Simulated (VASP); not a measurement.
# Rh (Cmcm) in VASP: further runs

Runs on Rh. Level: LDA. Tasks: single point.

Everything below comes from runs of VASP 6.6.1. Logs are shortened: lines on timing, memory, paths and dates and some standing lists are left out, and cuts for length are marked.

### 1 The cell of the first run

Symmetry: Cmcm, No. 63, orthorhombic system. Conventional cell: a = 2.414 Å, b = 5.193 Å, c = 8.349 Å, α = 90.00°, β = 90.00°, γ = 90.00°. Within 3.2 Å of Rh (site symmetry 2/m) lie 12 Rh at 2.41 to 2.86 Å. Rh (site symmetry m2m) has 12 Rh at 2.41 to 2.86 Å within 3.2 Å.

### 2 Single point, LDA

File INCAR:

```
ALGO = Fast ; EDIFF = 1E-6
ENCUT = 520 ; GGA = CA
ISIF = 2 ; ISMEAR = 0
LASPH = True ; LCHARG = False
LREAL = False ; LWAVE = False
NBANDS = 38 ; NELM = 80
PREC = Accurate ; SIGMA = 0.15
```

File KPOINTS:

```
k-points
0
Gamma
  18 18 6
```

File POSCAR:

```
Rh
1.0
    2.4137201543      0.0000000000      0.0000000000
   -1.2068600771      2.5966185849      0.0000000000
    0.0000000000      0.0000000000      8.3488068906
Rh
4
Direct
    0.0000000000      0.0000000000      0.0000000000
    0.3333333333      0.6666666667      0.2500000000
    0.0000000000      0.0000000000      0.5000000000
    0.6666666667      0.3333333333      0.7500000000
```

Potentials or basis: VASP PAW LDA potentials, release 64 (Rh_pv).

Run with:

```
$ cat potpaw_LDA.64/Rh_pv/POTCAR > POTCAR
$ mpirun -np 1 vasp_std > vasp.out
```

OUTCAR:

```text
EDIFF = 1E-6
   ENCUT = 520
   GGA = CA
   ISIF = 2
   ISMEAR = 0
   LASPH = True
   LREAL = False
   NELM = 80
   PREC = Accurate

 ion  position               nearest neighbor table
   1  0.000  0.000  0.000-   2 2.56   4 2.56   4 2.56   2 2.56   4 2.71   2 2.71
   2  0.333  0.667  0.250-   1 2.56   3 2.56   1 2.56   3 2.56   1 2.71   3 2.71
   3  0.000  0.000  0.500-   2 2.56   4 2.56   4 2.56   2 2.56   4 2.71   2 2.71
   4  0.667  0.333  0.750-   1 2.56   3 2.56   1 2.56   3 2.56   1 2.71   3 2.71

  LATTYP: Found a base centered orthorhombic cell.
 ALAT       =     2.4137201543
 B/A-ratio  =     2.1515489940
 C/A-ratio  =     3.4588959601

  Lattice vectors:

 A1 = (   1.2068600771,  -2.5966185849,   0.0000000000)
 A2 = (   1.2068600772,   2.5966185849,   0.0000000000)
 A3 = (   0.0000000000,   0.0000000000,   8.3488068906)

Analysis of symmetry for initial positions (statically):
=====================================================================
 Subroutine PRICEL returns:
 Original cell was already a primitive cell.

 Routine SETGRP: Setting up the symmetry group for a
 base centered orthorhombic supercell.

 Subroutine GETGRP returns: Found  8 space group operations
 (whereof  4 operations were pure point group operations)
 out of a pool of  8 trial point group operations.

The static configuration has the point symmetry C_2h.
 The point group associated with its full space group is D_2h.

Analysis of symmetry for dynamics (positions and initial velocities):
=====================================================================
 Subroutine PRICEL returns:
 Original cell was already a primitive cell.

 Routine SETGRP: Setting up the symmetry group for a
 base centered orthorhombic supercell.

 Subroutine GETGRP returns: Found  8 space group operations
 (whereof  4 operations were pure point group operations)
 out of a pool of  8 trial point group operations.

The dynamic configuration has the point symmetry C_2h.
 The point group associated with its full space group is D_2h.

 Subroutine INISYM returns: Found  8 space group operations
 (whereof  4 operations are pure point group operations),
 and found     1 'primitive' translations

----------------------------------------------------------------------------------------

                                     Primitive cell

  volume of cell :      52.3262

  direct lattice vectors                    reciprocal lattice vectors
     2.413720154  0.000000000  0.000000000     0.414298235  0.192558123  0.000000000
    -1.206860077  2.596618585  0.000000000     0.000000000  0.385116245  0.000000000
     0.000000000  0.000000000  8.348806891     0.000000000  0.000000000  0.119777594

  length of vectors
     2.413720154  2.863379004  8.348806891     0.456860655  0.385116245  0.119777594

  position of ions in fractional coordinates (direct lattice)
     0.000000000  0.000000000  0.000000000
     0.333333333  0.666666667  0.250000000
     0.000000000  0.000000000  0.500000000
     0.666666667  0.333333333  0.750000000

  ion indices of the primitive-cell ions
   primitive index   ion index
                 1           1
                 2           2
                 3           3
                 4           4

----------------------------------------------------------------------------------------

 KPOINTS: k-points

Automatic generation of k-mesh.
 Grid dimensions read from file:
 generate k-points for:   18   18    6

 Generating k-lattice:

  Cartesian coordinates                     Fractional coordinates (reciprocal lattice)
     0.023016569  0.010697673  0.000000000     0.055555556  0.000000000  0.000000000
     0.000000000  0.021395347  0.000000000     0.000000000  0.055555556  0.000000000
     0.000000000  0.000000000  0.019962932     0.000000000  0.000000000  0.166666667

  Length of vectors
     0.025381148  0.021395347  0.019962932

  Shift w.r.t. Gamma in fractional coordinates (k-lattice)
     0.000000000  0.000000000  0.000000000

 Subroutine IBZKPT returns following result:
 ===========================================

 Found    364 irreducible k-points:

 Following reciprocal coordinates:
            Coordinates               Weight
  0.000000  0.000000  0.000000      1.000000
  0.055556  0.000000  0.000000      4.000000
  0.111111  0.000000  0.000000      4.000000
  0.166667  0.000000  0.000000      4.000000
  0.222222  0.000000  0.000000      4.000000
  0.277778  0.000000  0.000000      4.000000
[... 16 lines left out ...]
 -0.333333  0.055556  0.000000      4.000000
 -0.277778  0.055556  0.000000      4.000000
 [... further k-points ...]
   k-points           NKPTS =    364   k-points in BZ     NKDIM =    364   number of bands    NBANDS=     38
   number of dos      NEDOS =    301   number of ions     NIONS =      4
   total plane-waves  NPLWV =  27648
   dimension x,y,z NGX =    18 NGY =   24 NGZ =   64
   dimension x,y,z NGXF=    36 NGYF=   48 NGZF=  128
   ions per type =               4
   NGX,Y,Z   is equivalent  to a cutoff of  12.40, 13.93, 12.74 a.u.
   NGXF,Y,Z  is equivalent  to a cutoff of  24.80, 27.87, 25.49 a.u.
 SYSTEM =  unknown system
   PREC   = accura    normal or accurate (medium, high low for compatibility)
   ISTART =      0    job   : 0-new  1-cont  2-samecut
   ICHARG =      2    charge: 1-file 2-atom 10-const
   ISPIN  =      1    spin polarized calculation?
   LNONCOLLINEAR =      F non collinear calculations
   LSORBIT =      F    spin-orbit coupling
   LASPH  =      T    aspherical Exc in radial PAW
   ENCUT  =  520.0 eV  38.22 Ry    6.18 a.u.   4.49  5.32 15.52*2*pi/ulx,y,z
   NELM   =     80;   NELMIN=  2; NELMDL= -5     # of ELM steps
   EDIFF  = 0.1E-05   stopping-criterion for ELM
   LREAL  =      F    real-space projection
   EDIFFG = 0.1E-04   stopping-criterion for IOM
   NSW    =      0    number of steps for IOM
   IBRION =     -1    ionic relax: 0-MD 1-quasi-New 2-CG
   NFREE  =      0    steps in history (QN), initial steepest desc. (CG)
   ISIF   =      2    stress and relaxation
   ISYM   =      2    0-nonsym 1-usesym 2-fastsym
   POTIM  = 0.5000    time-step for ionic-motion
   TEBEG  =    0.0;   TEEND  =   0.0 temperature during run
   PSTRESS=    0.0 pullay stress
   NELECT =      60.0000    total number of electrons
   NUPDOWN=      -1.0000    fix difference up-down
   EMIN   =  10.00;   EMAX   =-10.00  energy-range for DOS
   EFERMI =   0.00;   METHOD = LEGACY
   ISMEAR =     0;   SIGMA  =   0.15  broadening in eV -4-tet -1-fermi 0-gaus
   EFERMI_NEDOS =   21; number of points for ismear=-14 and -15
   IALGO  =     68    algorithm
   IMIX   =      4    mixing-type and parameters
     AMIX     =   0.40;   BMIX     =  1.00
     AMIX_MAG =   1.60;   BMIX_MAG =  1.00
  volume/ion in A,a.u.               =      13.08        88.28
  Fermi-wavevector in a.u.,A,eV,Ry     =   1.713505  3.238055 39.948065  2.936100
  Thomas-Fermi vector in A             =   2.791236
   LORBIT       =      0    0 simple, 1 ext, 2 COOP (PROOUT), +10 PAW based schemes
   GGA     = CA    functional components
   LHFCALC =     F    Hartree Fock is set to
   AEXX    =    0.0000 exact exchange contribution
   IVDW    =     0    specifies the selected vdW correction
   LEPSILON=     F    determine dielectric tensor
   LRPA    =     F    only Hartree local field effects (RPA)
 non-spin polarized calculation
 RMM-DIIS sequential band-by-band and
 Gauss-broadening in eV      SIGMA  =   0.15
  energy-cutoff  :      520.00
  volume of cell :       52.33
 maximum number of plane-waves:      1451
 NGX is ok and might be reduce to    18
   NGX =  9   NGY = 11   NGZ = 31

 number of electron      60.0000000 magnetization

 Free energy of the ion-electron system (eV)
  ---------------------------------------------------
  ext. energy  EPLUGINS =         0.00000000
  ---------------------------------------------------
  free energy    TOTEN  =       -33.19416109 eV

  energy without entropy =      -33.12560598  energy(sigma->0) =      -33.15988353

 E-fermi :  12.6596     XC(G=0): -14.6327

 val. band max:       12.6587660308   @ k =  -0.3889   0.0556   0.3333
 cond. band min:      12.6604025570   @ k =   0.1111   0.4444   0.3333
 fundamental gap:      0.0016365262
 Fermi energy:        12.6596372111

 k-point     1 :       0.0000    0.0000    0.0000
  band No.  band energies     occupation
      1     -34.5641      2.00000
      2     -34.1064      2.00000
      3     -34.0493      2.00000
      4     -33.6863      2.00000
      5     -33.6639      2.00000
      6     -33.6162      2.00000
[... 30 lines left out ...]
     37      22.5180      0.00000
     38      26.3555      0.00000

 k-point     2 :       0.0556    0.0000    0.0000
  band No.  band energies     occupation
      1     -34.5526      2.00000
      2     -34.1069      2.00000
      3     -34.0506      2.00000
      4     -33.6926      2.00000
      5     -33.6638      2.00000
      6     -33.6164      2.00000
[... 30 lines left out ...]
     37      22.5060      0.00000
     38      26.5748      0.00000

 k-point     3 :       0.1111    0.0000    0.0000
  band No.  band energies     occupation
      1     -34.5189      2.00000
      2     -34.1119      2.00000
      3     -34.0585      2.00000
      4     -33.7245      2.00000
      5     -33.7034      2.00000
      6     -33.6503      2.00000
[... 30 lines left out ...]
     37      22.4697      0.00000
     38      27.1536      0.00000

 k-point     4 :       0.1667    0.0000    0.0000
  band No.  band energies     occupation
      1     -34.4651      2.00000
      2     -34.1358      2.00000
      3     -34.0889      2.00000
      4     -33.8655      2.00000
      5     -33.7603      2.00000
      6     -33.7329      2.00000
[... 30 lines left out ...]
     37      22.4178      0.00000
     38      27.8579      0.00000
[... 703 lines left out ...]
      4     -34.4855      2.00000
      5     -34.1435      2.00000
      6     -33.8500      2.00000
[... 30 lines left out ...]
     37      22.8420      0.00000
     38      24.1478      0.00000

 k-point    23 :      -0.3333    0.0556    0.0000
  band No.  band energies     occupation
      1     -34.4862      2.00000
      2     -34.4633      2.00000
      3     -34.3828      2.00000
      4     -34.3294      2.00000
      5     -34.2365      2.00000
      6     -33.8566      2.00000
[... 30 lines left out ...]
     37      22.5107      0.00000
     38      25.6962      0.00000

 k-point    24 :      -0.2778    0.0556    0.0000
  band No.  band energies     occupation
      1     -34.3322      2.00000
      2     -34.3305      2.00000
      3     -34.3029      2.00000
      4     -34.2162      2.00000
      5     -34.1384      2.00000
      6     -33.8544      2.00000
[... 30 lines left out ...]
     37      22.4310      0.00000
     38      27.6654      0.00000

 [... further k-points ...]
[... 5 lines left out ...]
  --------------------------------------------------------------------------------------
  -------------------------------------------------------------------------------------
  Total       19.2899970     -6.5782118      5.5071329     -0.0000000      0.0000000      0.0000000
  in kB      590.6405360   -201.4183066    168.6229358     -0.0000000      0.0000000      0.0000000
  external PRESSURE =     185.9483884 kB  Pullay stress =       0.0000000 kB

 VOLUME and BASIS-vectors are now :
 -----------------------------------------------------------------------------
  energy-cutoff  :      520.00
  volume of cell :       52.33
      direct lattice vectors                 reciprocal lattice vectors
     2.413720154  0.000000000  0.000000000     0.414298235  0.192558123  0.000000000
    -1.206860077  2.596618585  0.000000000     0.000000000  0.385116245  0.000000000
     0.000000000  0.000000000  8.348806891     0.000000000  0.000000000  0.119777594

 POSITION                                       TOTAL-FORCE (eV/Angst)
 -----------------------------------------------------------------------------------
      0.00000      0.00000      0.00000        -0.000000      0.000000      0.000000
     -0.00000      1.73108      2.08720        -0.000000     -0.654757     -0.000000
      0.00000      0.00000      4.17440         0.000000      0.000000      0.000000
      1.20686      0.86554      6.26161         0.000000      0.654757      0.000000
 -----------------------------------------------------------------------------------
    total drift:                                0.000000     -0.000000      0.000000

  FREE ENERGIE OF THE ION-ELECTRON SYSTEM (eV)
  ---------------------------------------------------
  free  energy   TOTEN  =       -33.1941610870 eV

  energy  without entropy=      -33.1256059770  energy(sigma->0) =      -33.15988353
```

Run time: 15 min. Hardware: 1 thread of Oxide Virtual Turin-like, shared host; peak memory 0.5 GiB.

Results:

```yaml
Free_energy: -33.1942 eV
Pressure: 18.6 GPa
Largest_force: 0.655 eV/Å
Band_gap_on_the_k_mesh: zero (band 30 reaches 13.67 eV, above the bottom of band 31 at 11.40 eV)
```

Forces on the atoms (eV/Å):
```
Rh   0.000  0.000  0.000
Rh   0.000 -0.655  0.000
Rh   0.000  0.000  0.000
Rh   0.000  0.655  0.000
```

Caveat: the cell differs from its parent crystal (strain +e along x and -e along y -0.1100, strain +e along z and -e/2 along x and y -0.0367).

(Continued in part 2 of 2.)
